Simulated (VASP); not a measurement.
The system is Fe.

```
Fe
1.0
     0.00000    1.78450    1.78450
     1.78450    0.00000    1.78450
     1.78450    1.78450    0.00000
Fe
1
Direct
  0.00000 0.00000 0.00000
```

Base run:

- Program: VASP 6.6.1
- Functional: PBE
- Potentials or basis: VASP PAW PBE potentials, release 64 (Fe)
- Cutoff: 520 eV
- k mesh: 12 × 12 × 12
- Occupations: fermi-dirac, width 0.1 eV
- Spin: collinear spin, ferromagnetic start
- Starting moments: [3.05] μB
- Fixed moment: 3.05 μB

Its results: pressure 27.0 GPa; site moments Fe +3.00 μB.

Problem. The run is repeated on the same cell with these changes: fixed moment from 3.05 μB to 2.29 μB; moments at the start from [3.05] to [2.29]. What comes out?

Solution. Pressure 5.4 GPa; site moments Fe +2.28 μB.

Caveats: the total moment is fixed, so each spin has its own Fermi level.
